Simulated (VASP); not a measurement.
Wanted: the native input for a VASP 6.6.1 run.

- Task: single point
- Functional: PBEsol
- Potentials or basis: VASP PAW PBE potentials, release 64 (Ba_sv)
- Cutoff: 520 eV
- k mesh: 12 × 12 × 12
- Occupations: fermi-dirac, width 0.08 eV
- Spin: no spin polarisation
- Dipole correction: no
- Further INCAR settings: ALGO = Normal; EDIFF = 1e-07; NBANDS = 11

The structure of Ba lies in POSCAR:

```
Ba
1.0
    0.0000000000      2.2702527750      2.2702527750
    2.2702527750      0.0000000000      2.2702527750
    2.2702527750      2.2702527750      0.0000000000
Ba
1
Direct
    0.0000000000      0.0000000000      0.0000000000
```

This cell differs from its parent crystal: volume scaled by 0.4.

One way to write it, as run:

INCAR

```
SYSTEM = Ba
ALGO     = Normal         ! electronic algorithm
EDIFF    = 1E-7           ! SCF threshold, eV
ENCUT    = 520            ! plane-wave cutoff, eV
GGA      = PS             ! functional
ISIF     = 2              ! what is computed and relaxed
ISMEAR   = -1             ! smearing method
LASPH    = .TRUE.         ! aspherical terms in the spheres
LCHARG   = .FALSE.        ! write CHGCAR
LREAL    = .FALSE.        ! projectors in reciprocal space
LWAVE    = .FALSE.        ! write WAVECAR
NBANDS   = 11             ! bands
NELM     = 80             ! most SCF steps
PREC     = Accurate       ! precision mode
SIGMA    = 0.08           ! smearing width, eV
```

KPOINTS

```
k-points
0
G
  12 12 12
  0 0 0
```

Potentials or basis: VASP PAW PBE potentials, release 64 (Ba_sv).

Launch:

```bash
$ cat potpaw_PBE.64/Ba_sv/POTCAR > POTCAR
$ mpirun -np 1 vasp_std > vasp.out
```

It gave:

The pressure is 35.7 GPa and the band gap on the k mesh is zero (band 5 reaches 8.09 eV, above the bottom of band 6 at 4.22 eV).

Caveat: the PAW data sets were made with another functional, which shifts forces and pressure a little; spin-orbit coupling is left out, which moves the levels of the heavy elements.

Wall time 35 s on 1 thread of AMD EPYC 7R13, on a shared host, peak memory 0.12 GiB.
